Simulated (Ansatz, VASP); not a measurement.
One calculation of BaTiO3, two programs

```xyz
5
Lattice="3.9302 0.0000 0.0000 0.0000 3.9802 0.0000 0.0000 0.0000 3.9802" Properties=species:S:1:pos:R:3 pbc="T T T"
Ba    1.9651    1.9901    1.9901
Ti    0.0000    0.0000    0.0000
O     1.9651    0.0000    0.0000
O     0.0000    1.9901    0.0000
O     0.0000    0.0000    1.9901
```

Alike in both runs: task single point; functional PBEsol; k mesh 8 × 8 × 8; occupations gaussian, width 0.02 eV; no spin polarisation.

|  | VASP | Ansatz |
| --- | --- | --- |
| version | VASP 6.6.1 | Ansatz 0.2.0 |
| potentials or method | VASP PAW PBE potentials, release 64 (Ba_sv, Ti_sv, O_h), cutoff 910 eV | scalar-relativistic, plane waves, PAW |
| valence electrons in the cell | 40 | 40 |

|  | VASP | Ansatz | Ansatz less VASP |
| --- | --- | --- | --- |
| gap on the k mesh at the Fermi level (eV) | 1.73 | 1.80 | +0.067 |
| least direct gap on the mesh (eV) | 1.84 | 1.87 | +0.027 |

VASP's potentials were made for PBE, not for PBEsol.

Spin-orbit coupling is off throughout. Noted on VASP's run: the cutoff is short for stress, so the pressure is rough.
